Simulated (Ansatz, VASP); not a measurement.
BaTiO3 in VASP and in Ansatz

```
Ba Ti O
1.0
     4.00730    0.02004    0.02004
     0.02004    4.00730    0.02004
     0.02004    0.02004    4.00730
Ba Ti O
1 1 3
Direct
  0.50000 0.50000 0.50000
  0.00000 0.00000 0.00000
  0.50000 0.00000 0.00000
  0.00000 0.50000 0.00000
  0.00000 0.00000 0.50000
```

Change from the starting cell: equal xy, yz and zx shear strains of +1 %, crystal datasets.

Alike in both runs: task electric field gradients; functional LDA; k mesh 8 × 8 × 8; occupations fermi-dirac, width 0.05 eV; no spin polarisation.

```csv
,VASP,Ansatz
version,VASP 6.6.1,Ansatz 0.2.0
potentials or method,"VASP PAW LDA potentials, release 64 (Ba_sv, Ti_sv, O), cutoff 520 eV","all-electron PAW with datasets made for the crystal, scalar-relativistic"
```

```csv
,VASP,Ansatz,Ansatz less VASP
pressure (GPa),-7.4,-9.4,-1.97
"traceless stress, the component that is largest in VASP (GPa)",-1.22,-1.19,+0.037
size of Vzz on the site where it differs most (V/Å²),14.1,13.1,-1.03
```

LDA's correlation is that of Perdew and Zunger in VASP and of Perdew and Wang (1992) in Ansatz. Ansatz ran all-electron here, and VASP with PAW potentials.

Spin-orbit coupling is off throughout.
